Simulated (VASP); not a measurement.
# Tl (Fd-3m) in VASP: a series of runs

Tl is run at these levels: PBE; tasks: single point, relaxation of cell and atoms.

Program: VASP 6.6.1. These are calculated values, not measurements. Logs are shortened: lines on timing, memory, paths and dates and some standing lists are left out, and cuts for length are marked.

### 1 The cell of the first run

It takes space group Fd-3m (No. 227, cubic). The conventional cell has a = 7.118 Å, b = 7.118 Å, c = 7.118 Å, α = 90.00°, β = 90.00°, γ = 90.00°. Within 4.1 Å of Tl (site symmetry -43m) lie 4 Tl at 3.08 Å.

### 2 Single point, PBE

INCAR

```
SYSTEM = Tl
PREC = Accurate ; ENCUT = 520
EDIFF = 1E-6 ; ISMEAR = -1
SIGMA = 0.05 ; LREAL = .FALSE.
LASPH = .TRUE. ; NELM = 100
ALGO = Normal ; ISIF = 2
LWAVE = .FALSE. ; LCHARG = .FALSE.
GGA = PE ; NBANDS = 20
```

KPOINTS

```
regular mesh
0
G
  11 11 11
  0 0 0
```

POSCAR

```
Tl
1.0
    0.0000000000      3.5591753938      3.5591753938
    3.5591753938      0.0000000000      3.5591753938
    3.5591753938      3.5591753938      0.0000000000
Tl
2
Direct
   -0.1250000000     -0.1250000000     -0.1250000000
    0.1250000000      0.1250000000      0.1250000000
```

Potentials or basis: VASP PAW PBE potentials, release 64 (Tl_d).

Started as:

```console
$ cat potpaw_PBE.64/Tl_d/POTCAR > POTCAR
$ mpirun -np 1 vasp_std > vasp.out
```

OUTCAR:

```text
SYSTEM = Tl
   PREC = Accurate
   ENCUT = 520
   EDIFF = 1E-6
   ISMEAR = -1
   LREAL = .FALSE.
   LASPH = .TRUE.
   NELM = 100
   ISIF = 2
   GGA = PE

 ion  position               nearest neighbor table
   1  0.875  0.875  0.875-   2 3.08   2 3.08   2 3.08   2 3.08
   2  0.125  0.125  0.125-   1 3.08   1 3.08   1 3.08   1 3.08

  LATTYP: Found a face centered cubic cell.
 ALAT       =     7.1183507876

  Lattice vectors:

 A1 = (   0.0000000000,   3.5591753938,   3.5591753938)
 A2 = (   3.5591753938,   0.0000000000,   3.5591753938)
 A3 = (   3.5591753938,   3.5591753938,   0.0000000000)

Analysis of symmetry for initial positions (statically):
=====================================================================
 Subroutine PRICEL returns:
 Original cell was already a primitive cell.

 Routine SETGRP: Setting up the symmetry group for a
 face centered cubic supercell.

 Subroutine GETGRP returns: Found 48 space group operations
 (whereof 12 operations were pure point group operations)
 out of a pool of 48 trial point group operations.

The static configuration has the point symmetry D_3d.
 The point group associated with its full space group is O_h .

Analysis of symmetry for dynamics (positions and initial velocities):
=====================================================================
 Subroutine PRICEL returns:
 Original cell was already a primitive cell.

 Routine SETGRP: Setting up the symmetry group for a
 face centered cubic supercell.

 Subroutine GETGRP returns: Found 48 space group operations
 (whereof 12 operations were pure point group operations)
 out of a pool of 48 trial point group operations.

The dynamic configuration has the point symmetry D_3d.
 The point group associated with its full space group is O_h .

 Subroutine INISYM returns: Found 48 space group operations
 (whereof 12 operations are pure point group operations),
 and found     1 'primitive' translations

----------------------------------------------------------------------------------------

                                     Primitive cell

  volume of cell :      90.1733

  direct lattice vectors                    reciprocal lattice vectors
     0.000000000  3.559175394  3.559175394    -0.140481978  0.140481978  0.140481978
     3.559175394  0.000000000  3.559175394     0.140481978 -0.140481978  0.140481978
     3.559175394  3.559175394  0.000000000     0.140481978  0.140481978 -0.140481978

  length of vectors
     5.033434113  5.033434113  5.033434113     0.243321924  0.243321924  0.243321924

  position of ions in fractional coordinates (direct lattice)
     0.875000000  0.875000000  0.875000000
     0.125000000  0.125000000  0.125000000

  ion indices of the primitive-cell ions
   primitive index   ion index
                 1           1
                 2           2

----------------------------------------------------------------------------------------

 KPOINTS: regular mesh

Automatic generation of k-mesh.
 Grid dimensions read from file:
 generate k-points for:   11   11   11

 Generating k-lattice:

  Cartesian coordinates                     Fractional coordinates (reciprocal lattice)
    -0.012771089  0.012771089  0.012771089     0.090909091  0.000000000  0.000000000
     0.012771089 -0.012771089  0.012771089     0.000000000  0.090909091  0.000000000
     0.012771089  0.012771089 -0.012771089     0.000000000  0.000000000  0.090909091

  Length of vectors
     0.022120175  0.022120175  0.022120175

  Shift w.r.t. Gamma in fractional coordinates (k-lattice)
     0.000000000  0.000000000  0.000000000

 Subroutine IBZKPT returns following result:
 ===========================================

 Found     56 irreducible k-points:

 Following reciprocal coordinates:
            Coordinates               Weight
  0.000000  0.000000  0.000000      1.000000
  0.090909  0.000000  0.000000      8.000000
  0.181818  0.000000  0.000000      8.000000
  0.272727  0.000000  0.000000      8.000000
  0.363636  0.000000  0.000000      8.000000
  0.454545  0.000000  0.000000      8.000000
[... 16 lines left out ...]
 -0.272727  0.181818  0.000000     24.000000
 -0.181818  0.181818  0.000000     12.000000
 [... further k-points ...]
   k-points           NKPTS =     56   k-points in BZ     NKDIM =     56   number of bands    NBANDS=     20
   number of dos      NEDOS =    301   number of ions     NIONS =      2
   total plane-waves  NPLWV =  64000
   dimension x,y,z NGX =    40 NGY =   40 NGZ =   40
   dimension x,y,z NGXF=    80 NGYF=   80 NGZF=   80
   ions per type =               2
   NGX,Y,Z   is equivalent  to a cutoff of  13.21, 13.21, 13.21 a.u.
   NGXF,Y,Z  is equivalent  to a cutoff of  26.42, 26.42, 26.42 a.u.
 SYSTEM =  Tl
   PREC   = accura    normal or accurate (medium, high low for compatibility)
   ISTART =      0    job   : 0-new  1-cont  2-samecut
   ICHARG =      2    charge: 1-file 2-atom 10-const
   ISPIN  =      1    spin polarized calculation?
   LNONCOLLINEAR =      F non collinear calculations
   LSORBIT =      F    spin-orbit coupling
   LASPH  =      T    aspherical Exc in radial PAW
   ENCUT  =  520.0 eV  38.22 Ry    6.18 a.u.   9.36  9.36  9.36*2*pi/ulx,y,z
   NELM   =    100;   NELMIN=  2; NELMDL= -5     # of ELM steps
   EDIFF  = 0.1E-05   stopping-criterion for ELM
   LREAL  =      F    real-space projection
   EDIFFG = 0.1E-04   stopping-criterion for IOM
   NSW    =      0    number of steps for IOM
   IBRION =     -1    ionic relax: 0-MD 1-quasi-New 2-CG
   NFREE  =      0    steps in history (QN), initial steepest desc. (CG)
   ISIF   =      2    stress and relaxation
   ISYM   =      2    0-nonsym 1-usesym 2-fastsym
   POTIM  = 0.5000    time-step for ionic-motion
   TEBEG  =    0.0;   TEEND  =   0.0 temperature during run
   PSTRESS=    0.0 pullay stress
   NELECT =      26.0000    total number of electrons
   NUPDOWN=      -1.0000    fix difference up-down
   EMIN   =  10.00;   EMAX   =-10.00  energy-range for DOS
   EFERMI =   0.00;   METHOD = LEGACY
   ISMEAR =    -1;   SIGMA  =   0.05  broadening in eV -4-tet -1-fermi 0-gaus
   EFERMI_NEDOS =   21; number of points for ismear=-14 and -15
   IALGO  =     38    algorithm
   IMIX   =      4    mixing-type and parameters
     AMIX     =   0.40;   BMIX     =  1.00
     AMIX_MAG =   1.60;   BMIX_MAG =  1.00
  volume/ion in A,a.u.               =      45.09       304.26
  Fermi-wavevector in a.u.,A,eV,Ry     =   1.081533  2.043802 15.914929  1.169714
  Thomas-Fermi vector in A             =   2.217552
   LORBIT       =      0    0 simple, 1 ext, 2 COOP (PROOUT), +10 PAW based schemes
   GGA     = PE    functional components
   LHFCALC =     F    Hartree Fock is set to
   AEXX    =    0.0000 exact exchange contribution
   IVDW    =     0    specifies the selected vdW correction
   LEPSILON=     F    determine dielectric tensor
   LRPA    =     F    only Hartree local field effects (RPA)
 non-spin polarized calculation
  energy-cutoff  :      520.00
  volume of cell :       90.17
 maximum number of plane-waves:      2449
 NGX is ok and might be reduce to    40
   NGX = 19   NGY = 19   NGZ = 19

 number of electron      26.0000002 magnetization

 Free energy of the ion-electron system (eV)
  ---------------------------------------------------
  ext. energy  EPLUGINS =         0.00000000
  ---------------------------------------------------
  free energy    TOTEN  =        -3.70889771 eV

  energy without entropy =       -3.69059103  energy(sigma->0) =       -3.69974437

 E-fermi :   2.7005     XC(G=0):  -7.8298

 val. band max:        2.6993366560   @ k =  -0.3636   0.0909   0.0000
 cond. band min:       2.7021918065   @ k =  -0.4545   0.3636   0.1818
 fundamental gap:      0.0028551505
 Fermi energy:         2.7004677048

 k-point     1 :       0.0000    0.0000    0.0000
  band No.  band energies     occupation
      1      -9.1140      2.00000
      2      -9.1140      2.00000
      3      -9.1140      2.00000
      4      -9.0431      2.00000
      5      -9.0431      2.00000
      6      -8.5466      2.00000
[... 12 lines left out ...]
     19       7.4970      0.00000
     20      11.1721      0.00000

 k-point     2 :       0.0909    0.0000    0.0000
  band No.  band energies     occupation
      1      -9.1266      2.00000
      2      -9.1266      2.00000
      3      -9.1129      2.00000
      4      -9.0258      2.00000
      5      -9.0258      2.00000
      6      -8.5591      2.00000
[... 12 lines left out ...]
     19       8.1601      0.00000
     20      10.8133      0.00000

 k-point     3 :       0.1818    0.0000    0.0000
  band No.  band energies     occupation
      1      -9.1455      2.00000
      2      -9.1455      2.00000
      3      -9.1098      2.00000
      4      -8.9949      2.00000
      5      -8.9949      2.00000
      6      -8.5811      2.00000
[... 12 lines left out ...]
     19       9.1013      0.00000
     20      10.5692      0.00000

 k-point     4 :       0.2727    0.0000    0.0000
  band No.  band energies     occupation
      1      -9.1585      2.00000
      2      -9.1585      2.00000
      3      -9.1058      2.00000
      4      -8.9686      2.00000
      5      -8.9686      2.00000
      6      -8.6062      2.00000
[... 12 lines left out ...]
     19       9.1274      0.00000
     20      10.6623      0.00000

 k-point     5 :       0.3636    0.0000    0.0000
  band No.  band energies     occupation
      1      -9.1646      2.00000
      2      -9.1646      2.00000
      3      -9.1019      2.00000
      4      -8.9532      2.00000
      5      -8.9532      2.00000
      6      -8.6318      2.00000
[... 12 lines left out ...]
     19       9.2506      0.00000
     20      11.1535      0.00000

 k-point     6 :       0.4545    0.0000    0.0000
  band No.  band energies     occupation
      1      -9.1664      2.00000
      2      -9.1664      2.00000
      3      -9.0995      2.00000
      4      -8.9476      2.00000
      5      -8.9476      2.00000
      6      -8.6469      2.00000
[... 12 lines left out ...]
     19      10.5786      0.00000
     20      11.7691      0.00000

 k-point     7 :       0.0909    0.0909    0.0000
  band No.  band energies     occupation
      1      -9.1320      2.00000
      2      -9.1206      2.00000
      3      -9.1206      2.00000
      4      -9.0316      2.00000
      5      -9.0083      2.00000
      6      -8.5998      2.00000
[... 12 lines left out ...]
     19       8.2549      0.00000
     20      10.1195      0.00000
[... 277 lines left out ...]
 k-point    20 :       0.4545    0.1818    0.0000
  band No.  band energies     occupation
      1      -9.2047      2.00000
      2      -9.1705      2.00000
      3      -9.0754      2.00000
      4      -8.9180      2.00000
      5      -8.8793      2.00000
      6      -8.7629      2.00000
[... 12 lines left out ...]
     19      10.5566      0.00000
     20      12.0237      0.00000

 k-point    21 :      -0.4545    0.1818    0.0000
  band No.  band energies     occupation
      1      -9.2108      2.00000
      2      -9.1791      2.00000
      3      -9.0537      2.00000
      4      -8.8983      2.00000
      5      -8.8963      2.00000
      6      -8.7426      2.00000
[... 12 lines left out ...]
     19      10.6689      0.00000
     20      10.8910      0.00000

 k-point    22 :      -0.3636    0.1818    0.0000
  band No.  band energies     occupation
      1      -9.2060      2.00000
      2      -9.1851      2.00000
      3      -9.0462      2.00000
      4      -8.9277      2.00000
      5      -8.8839      2.00000
      6      -8.7120      2.00000
[... 12 lines left out ...]
     19      10.3421      0.00000
     20      10.8880      0.00000

 k-point    23 :      -0.2727    0.1818    0.0000
  band No.  band energies     occupation
      1      -9.1907      2.00000
      2      -9.1859      2.00000
      3      -9.0582      2.00000
      4      -8.9549      2.00000
      5      -8.8919      2.00000
      6      -8.6802      2.00000
[... 12 lines left out ...]
     19      10.2576      0.00000
     20      10.5699      0.00000

 k-point    24 :      -0.1818    0.1818    0.0000
  band No.  band energies     occupation
      1      -9.1791      2.00000
      2      -9.1679      2.00000
      3      -9.0836      2.00000
      4      -8.9750      2.00000
      5      -8.9217      2.00000
      6      -8.6558      2.00000
[... 12 lines left out ...]
     19      10.0207      0.00000
     20      10.4377      0.00000

 [... further k-points ...]
[... 5 lines left out ...]
  --------------------------------------------------------------------------------------
  -------------------------------------------------------------------------------------
  Total       -0.0276684     -0.0276684     -0.0276684      0.0000000      0.0000000     -0.0000000
  in kB       -0.4916047     -0.4916047     -0.4916047      0.0000000      0.0000000     -0.0000000
  external PRESSURE =      -0.4916047 kB  Pullay stress =       0.0000000 kB

 VOLUME and BASIS-vectors are now :
 -----------------------------------------------------------------------------
  energy-cutoff  :      520.00
  volume of cell :       90.17
      direct lattice vectors                 reciprocal lattice vectors
     0.000000000  3.559175394  3.559175394    -0.140481978  0.140481978  0.140481978
     3.559175394  0.000000000  3.559175394     0.140481978 -0.140481978  0.140481978
     3.559175394  3.559175394  0.000000000     0.140481978  0.140481978 -0.140481978

 POSITION                                       TOTAL-FORCE (eV/Angst)
 -----------------------------------------------------------------------------------
      6.22856      6.22856      6.22856        -0.000000      0.000000      0.000000
      0.88979      0.88979      0.88979         0.000000     -0.000000     -0.000000
 -----------------------------------------------------------------------------------
    total drift:                                0.000000      0.000000     -0.000000

  FREE ENERGIE OF THE ION-ELECTRON SYSTEM (eV)
  ---------------------------------------------------
  free  energy   TOTEN  =        -3.7088977097 eV

  energy  without entropy=       -3.6905910278  energy(sigma->0) =       -3.69974437
```

Run time: 41 s. Hardware: 1 thread of Intel Xeon 6975P-C (Granite Rapids), shared host; peak memory 0.27 GiB.

What came out:

```yaml
Free_energy: -3.7089 eV
Pressure: 0.0 GPa
Band_gap_on_the_k_mesh: zero (band 13 reaches 4.86 eV, above the bottom of band 14 at 2.14 eV)
```

Caveat: spin-orbit coupling is left out, which moves the levels of the heavy elements.

[end of part 1 of 2]
